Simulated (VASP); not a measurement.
# BeSe (gw) (F-43m) in VASP: single point with PBE

Aim: the single point of BeSe (gw) with PBE.

Program: VASP 6.6.1. These are calculated values, not measurements. Logs are shortened: lines on timing, memory, paths and dates and some standing lists are left out, and cuts for length are marked.

## 1. The cell of the first run

It takes space group F-43m (No. 216, cubic). The conventional cell has a = 5.129 Å, b = 5.129 Å, c = 5.129 Å, α = 90.00°, β = 90.00°, γ = 90.00°. Within 2.9 Å of Be (site symmetry -43m) lie 4 Se at 2.22 Å. Within 2.9 Å of Se (site symmetry -43m) lie 4 Be at 2.22 Å.

## 2. Single point, PBE

File INCAR:

```
PREC     = Accurate       # precision mode
ENCUT    = 600            # plane-wave cutoff, eV
EDIFF    = 1E-6           # SCF threshold, eV
ISMEAR   = 0              # smearing method
SIGMA    = 0.01           # smearing width, eV
LREAL    = False          # projectors in reciprocal space
LASPH    = True           # aspherical terms in the spheres
NELM     = 120            # most SCF steps
ALGO     = Normal         # electronic algorithm
ISIF     = 2              # what is computed and relaxed
LWAVE    = False          # write WAVECAR
LCHARG   = False          # write CHGCAR
GGA      = PE             # functional
NBANDS   = 11             # bands
GGA_COMPAT= False
```

File KPOINTS:

```
Automatic mesh
0
Gamma
  6 6 6
```

File POSCAR:

```
BeSe
1.0
    0.0000000000      2.5643587674      2.5643587674
    2.5643587674      0.0000000000      2.5643587674
    2.5643587674      2.5643587674      0.0000000000
Be Se
1 1
Direct
    0.0000000000      0.0000000000      0.0000000000
    0.2500000000      0.2500000000      0.2500000000
```

Potentials or basis: VASP PAW PBE potentials, release 64 (Be, Se).

Started as:

```bash
cat potpaw_PBE.64/Be/POTCAR potpaw_PBE.64/Se/POTCAR > POTCAR
mpirun -np 1 vasp_std > vasp.out
```

OUTCAR:

```text
PREC = Accurate
   ENCUT = 600
   EDIFF = 1E-6
   ISMEAR = 0
   LREAL = False
   LASPH = True
   NELM = 120
   ISIF = 2
   GGA = PE

 ion  position               nearest neighbor table
   1  0.000  0.000  0.000-   2 2.22   2 2.22   2 2.22   2 2.22
   2  0.250  0.250  0.250-   1 2.22   1 2.22   1 2.22   1 2.22

  LATTYP: Found a face centered cubic cell.
 ALAT       =     5.1287175348

  Lattice vectors:

 A1 = (   0.0000000000,   2.5643587674,   2.5643587674)
 A2 = (   2.5643587674,   0.0000000000,   2.5643587674)
 A3 = (   2.5643587674,   2.5643587674,   0.0000000000)

Analysis of symmetry for initial positions (statically):
=====================================================================
 Subroutine PRICEL returns:
 Original cell was already a primitive cell.

 Routine SETGRP: Setting up the symmetry group for a
 face centered cubic supercell.

 Subroutine GETGRP returns: Found 24 space group operations
 (whereof 24 operations were pure point group operations)
 out of a pool of 48 trial point group operations.

The static configuration has the point symmetry T_d .

Analysis of symmetry for dynamics (positions and initial velocities):
=====================================================================
 Subroutine PRICEL returns:
 Original cell was already a primitive cell.

 Routine SETGRP: Setting up the symmetry group for a
 face centered cubic supercell.

 Subroutine GETGRP returns: Found 24 space group operations
 (whereof 24 operations were pure point group operations)
 out of a pool of 48 trial point group operations.

The dynamic configuration has the point symmetry T_d .

 Subroutine INISYM returns: Found 24 space group operations
 (whereof 24 operations are pure point group operations),
 and found     1 'primitive' translations

----------------------------------------------------------------------------------------

                                     Primitive cell

  volume of cell :      33.7261

  direct lattice vectors                    reciprocal lattice vectors
     0.000000000  2.564358767  2.564358767    -0.194980518  0.194980518  0.194980518
     2.564358767  0.000000000  2.564358767     0.194980518 -0.194980518  0.194980518
     2.564358767  2.564358767  0.000000000     0.194980518  0.194980518 -0.194980518

  length of vectors
     3.626550948  3.626550948  3.626550948     0.337716163  0.337716163  0.337716163

  position of ions in fractional coordinates (direct lattice)
     0.000000000  0.000000000  0.000000000
     0.250000000  0.250000000  0.250000000

  ion indices of the primitive-cell ions
   primitive index   ion index
                 1           1
                 2           2

----------------------------------------------------------------------------------------

 KPOINTS: Automatic mesh

Automatic generation of k-mesh.
 Grid dimensions read from file:
 generate k-points for:    6    6    6

 Generating k-lattice:

  Cartesian coordinates                     Fractional coordinates (reciprocal lattice)
    -0.032496753  0.032496753  0.032496753     0.166666667  0.000000000  0.000000000
     0.032496753 -0.032496753  0.032496753     0.000000000  0.166666667  0.000000000
     0.032496753  0.032496753 -0.032496753     0.000000000  0.000000000  0.166666667

  Length of vectors
     0.056286027  0.056286027  0.056286027

  Shift w.r.t. Gamma in fractional coordinates (k-lattice)
     0.000000000  0.000000000  0.000000000

 Subroutine IBZKPT returns following result:
 ===========================================

 Found     16 irreducible k-points:

 Following reciprocal coordinates:
            Coordinates               Weight
  0.000000  0.000000  0.000000      1.000000
  0.166667  0.000000  0.000000      8.000000
  0.333333  0.000000  0.000000      8.000000
  0.500000  0.000000  0.000000      4.000000
  0.166667  0.166667  0.000000      6.000000
  0.333333  0.166667  0.000000     24.000000
[... 8 lines left out ...]
 -0.333333  0.333333  0.166667     24.000000
 -0.333333  0.500000  0.166667     12.000000
   k-points           NKPTS =     16   k-points in BZ     NKDIM =     16   number of bands    NBANDS=     11
   number of dos      NEDOS =    301   number of ions     NIONS =      2
   total plane-waves  NPLWV =  27000
   dimension x,y,z NGX =    30 NGY =   30 NGZ =   30
   dimension x,y,z NGXF=    60 NGYF=   60 NGZF=   60
   ions per type =               1   1
   NGX,Y,Z   is equivalent  to a cutoff of  13.75, 13.75, 13.75 a.u.
   NGXF,Y,Z  is equivalent  to a cutoff of  27.50, 27.50, 27.50 a.u.
 SYSTEM =  unknown system
   PREC   = accura    normal or accurate (medium, high low for compatibility)
   ISTART =      0    job   : 0-new  1-cont  2-samecut
   ICHARG =      2    charge: 1-file 2-atom 10-const
   ISPIN  =      1    spin polarized calculation?
   LNONCOLLINEAR =      F non collinear calculations
   LSORBIT =      F    spin-orbit coupling
   LASPH  =      T    aspherical Exc in radial PAW
   ENCUT  =  600.0 eV  44.10 Ry    6.64 a.u.   7.24  7.24  7.24*2*pi/ulx,y,z
   NELM   =    120;   NELMIN=  2; NELMDL= -5     # of ELM steps
   EDIFF  = 0.1E-05   stopping-criterion for ELM
   LREAL  =      F    real-space projection
   EDIFFG = 0.1E-04   stopping-criterion for IOM
   NSW    =      0    number of steps for IOM
   IBRION =     -1    ionic relax: 0-MD 1-quasi-New 2-CG
   NFREE  =      0    steps in history (QN), initial steepest desc. (CG)
   ISIF   =      2    stress and relaxation
   ISYM   =      2    0-nonsym 1-usesym 2-fastsym
   POTIM  = 0.5000    time-step for ionic-motion
   TEBEG  =    0.0;   TEEND  =   0.0 temperature during run
   PSTRESS=    0.0 pullay stress
   NELECT =       8.0000    total number of electrons
   NUPDOWN=      -1.0000    fix difference up-down
   EMIN   =  10.00;   EMAX   =-10.00  energy-range for DOS
   EFERMI =   0.00;   METHOD = LEGACY
   ISMEAR =     0;   SIGMA  =   0.01  broadening in eV -4-tet -1-fermi 0-gaus
   EFERMI_NEDOS =   21; number of points for ismear=-14 and -15
   IALGO  =     38    algorithm
   IMIX   =      4    mixing-type and parameters
     AMIX     =   0.40;   BMIX     =  1.00
     AMIX_MAG =   1.60;   BMIX_MAG =  1.00
  volume/ion in A,a.u.               =      16.86       113.80
  Fermi-wavevector in a.u.,A,eV,Ry     =   1.013404  1.915056 13.973022  1.026988
  Thomas-Fermi vector in A             =   2.146571
   LORBIT       =      0    0 simple, 1 ext, 2 COOP (PROOUT), +10 PAW based schemes
   GGA     = PE    functional components
   LHFCALC =     F    Hartree Fock is set to
   AEXX    =    0.0000 exact exchange contribution
   IVDW    =     0    specifies the selected vdW correction
   LEPSILON=     F    determine dielectric tensor
   LRPA    =     F    only Hartree local field effects (RPA)
 non-spin polarized calculation
 Gauss-broadening in eV      SIGMA  =   0.01
  energy-cutoff  :      600.00
  volume of cell :       33.73
 maximum number of plane-waves:      1158
 NGX is ok and might be reduce to    30
   NGX = 15   NGY = 15   NGZ = 15

 number of electron       8.0000000 magnetization

 Free energy of the ion-electron system (eV)
  ---------------------------------------------------
  ext. energy  EPLUGINS =         0.00000000
  ---------------------------------------------------
  free energy    TOTEN  =        -8.84721820 eV

  energy without entropy =       -8.84721820  energy(sigma->0) =       -8.84721820

 E-fermi :   3.5496     XC(G=0):  -9.4661

 val. band max:        3.4468784443   @ k =   0.0000   0.0000   0.0000
 cond. band min:       6.0474613175   @ k =   0.5000   0.5000   0.0000
 fundamental gap:      2.6005828732
 Fermi energy:         3.5496123937

 k-point     1 :       0.0000    0.0000    0.0000
  band No.  band energies     occupation
      1     -10.4110      2.00000
      2       3.4469      2.00000
      3       3.4469      2.00000
      4       3.4469      2.00000
      5       7.8790      0.00000
      6       8.4530      0.00000
      7       8.4530      0.00000
      8       8.4530      0.00000
      9      15.5218      0.00000
     10      15.9860      0.00000
     11      15.9860      0.00000

 k-point     2 :       0.1667    0.0000    0.0000
  band No.  band energies     occupation
      1     -10.1390      2.00000
      2       1.4143      2.00000
      3       3.0976      2.00000
      4       3.0976      2.00000
      5       8.0291      0.00000
      6       9.0139      0.00000
      7       9.0139      0.00000
      8      10.3760      0.00000
      9      14.7815      0.00000
     10      14.7815      0.00000
     11      15.6919      0.00000

 k-point     3 :       0.3333    0.0000    0.0000
  band No.  band energies     occupation
      1      -9.4747      2.00000
      2      -1.1878      2.00000
      3       2.5695      2.00000
      4       2.5695      2.00000
      5       7.8819      0.00000
      6       9.4738      0.00000
      7       9.4738      0.00000
      8      12.9529      0.00000
      9      15.4246      0.00000
     10      15.4246      0.00000
     11      15.6149      0.00000

 k-point     4 :       0.5000    0.0000    0.0000
  band No.  band energies     occupation
      1      -9.0432      2.00000
      2      -2.3200      2.00000
      3       2.3566      2.00000
      4       2.3566      2.00000
      5       7.8098      0.00000
      6       9.4144      0.00000
      7       9.4144      0.00000
      8      13.4781      0.00000
      9      17.0376      0.00000
     10      17.7876      0.00000
     11      17.7876      0.00000
[... 127 lines left out ...]
 k-point    14 :       0.5000    0.3333    0.1667
  band No.  band energies     occupation
      1      -8.9892      2.00000
      2      -1.0494      2.00000
      3       0.3827      2.00000
      4       1.4742      2.00000
      5       8.5480      0.00000
      6       9.8915      0.00000
      7      10.2658      0.00000
      8      12.9440      0.00000
      9      15.5455      0.00000
     10      16.4890      0.00000
     11      19.0623      0.00000

 k-point    15 :      -0.3333    0.3333    0.1667
  band No.  band energies     occupation
      1      -8.6783      2.00000
      2      -1.4655      2.00000
      3      -0.0862      2.00000
      4       1.0146      2.00000
      5       9.1424      0.00000
      6       9.5633      0.00000
      7      12.2144      0.00000
      8      12.5300      0.00000
      9      13.9895      0.00000
     10      18.1317      0.00000
     11      18.5851      0.00000

 k-point    16 :      -0.3333    0.5000    0.1667
  band No.  band energies     occupation
      1      -8.5476      2.00000
      2      -1.2834      2.00000
      3      -0.0169      2.00000
      4       0.2493      2.00000
      5       8.0492      0.00000
      6       9.3869      0.00000
      7      12.4068      0.00000
      8      13.1217      0.00000
      9      16.9912      0.00000
     10      17.1569      0.00000
     11      19.5210      0.00000

------------------------ aborting loop because EDIFF is reached ----------------------------------------

  FORCE on cell =-STRESS in cart. coord.  units (eV):
  Direction    XX          YY          ZZ          XY          YZ          ZX
  --------------------------------------------------------------------------------------
  -------------------------------------------------------------------------------------
  Total        0.5292911      0.5292911      0.5292911     -0.0000000     -0.0000000     -0.0000000
  in kB       25.1442571     25.1442571     25.1442571     -0.0000000     -0.0000000     -0.0000000
  external PRESSURE =      25.1442571 kB  Pullay stress =       0.0000000 kB

 VOLUME and BASIS-vectors are now :
 -----------------------------------------------------------------------------
  energy-cutoff  :      600.00
  volume of cell :       33.73
      direct lattice vectors                 reciprocal lattice vectors
     0.000000000  2.564358767  2.564358767    -0.194980518  0.194980518  0.194980518
     2.564358767  0.000000000  2.564358767     0.194980518 -0.194980518  0.194980518
     2.564358767  2.564358767  0.000000000     0.194980518  0.194980518 -0.194980518

 POSITION                                       TOTAL-FORCE (eV/Angst)
 -----------------------------------------------------------------------------------
      0.00000      0.00000      0.00000         0.000000      0.000000      0.000000
      1.28218      1.28218      1.28218        -0.000000     -0.000000     -0.000000
 -----------------------------------------------------------------------------------
    total drift:                                0.000000      0.000000      0.000000

  FREE ENERGIE OF THE ION-ELECTRON SYSTEM (eV)
  ---------------------------------------------------
  free  energy   TOTEN  =        -8.8472182038 eV

  energy  without entropy=       -8.8472182038  energy(sigma->0) =       -8.84721820
```

Wall time 5.6 s (1 thread of Intel Xeon 6975P-C (Granite Rapids), shared host); peak memory 0.15 GiB.

Results:

```yaml
Free_energy: -8.8472 eV
Pressure: 2.5 GPa
Band_gap_on_the_k_mesh: 2.60 eV, indirect (least direct gap 4.43 eV)
```

Levels at points of the mesh, in eV from the valence-band top:
| k point | band 2 | band 3 | band 4 | band 5 | band 6 | band 7 |
| --- | --- | --- | --- | --- | --- | --- |
| (0.00, 0.00, 0.00) | 0.00 | 0.00 | 0.00 | 4.43 | 5.01 | 5.01 |
| (0.50, 0.00, 0.00) | -5.77 | -1.09 | -1.09 | 4.36 | 5.97 | 5.97 |
| (0.50, 0.50, 0.00) | -5.13 | -2.69 | -2.69 | 2.60 | 4.20 | 11.78 |

A k mesh can miss the band edges. A hybrid or GW would open this gap; PBE tends to underestimate it.
